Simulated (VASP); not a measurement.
## ZnSe3: single point with PBE

Crystal: ZnSe3.

```
CELL_PARAMETERS angstrom
4.33381 0.00000 0.00000
0.00000 4.33381 0.00000
0.00000 0.00000 4.33381
ATOMIC_POSITIONS crystal
Zn 0.00000 0.00000 0.00000
Se 0.00000 0.50000 0.50000
Se 0.50000 0.00000 0.50000
Se 0.50000 0.50000 0.00000
```

| Quantity | Value |
| --- | --- |
| Program | VASP 6.6.1 |
| Task | single point |
| Functional | PBE |
| Potentials or basis | VASP PAW PBE potentials, release 64 (Zn, Se) |
| Cutoff | 520 eV |
| k mesh | 4 × 4 × 4 |
| Occupations | gaussian, width 0.1 eV |
| Spin | no spin polarisation |
| Dipole correction | no |
| Further INCAR settings | ALGO = Normal; EDIFF = 1e-07; NBANDS = 23 |

The pressure is -0.2 GPa and the band gap on the k mesh is zero (bands 15 and 16 overlap by 1.91 eV).

Levels at points of the mesh, in eV from the Fermi level:
| k point | band 11 | band 12 | band 13 | band 14 | band 15 | band 16 | band 17 | band 18 | band 19 | band 20 |
| --- | --- | --- | --- | --- | --- | --- | --- | --- | --- | --- |
| (0.00, 0.00, 0.00) | -5.40 | -2.06 | -1.01 | -1.01 | -1.01 | 0.85 | 0.85 | 0.85 | 5.74 | 5.74 |
| (0.50, 0.00, 0.00) | -4.03 | -2.91 | -2.91 | -2.15 | -2.02 | 0.55 | 0.55 | 2.21 | 2.99 | 5.62 |
| (0.50, 0.50, 0.00) | -2.89 | -2.89 | -2.65 | -2.21 | -2.21 | 0.90 | 1.33 | 1.54 | 2.90 | 6.47 |
| (0.50, 0.50, 0.50) | -5.89 | -5.89 | -2.84 | 1.48 | 1.48 | 1.57 | 1.57 | 1.57 | 8.40 | 8.40 |

Wall time 27 s on 1 thread of Intel Xeon 8259CL, on a shared host, peak memory 0.18 GiB.

Caveat: the k points lie up to 0.36 Å⁻¹ apart, too coarse for converged energies and pressures of a metal.
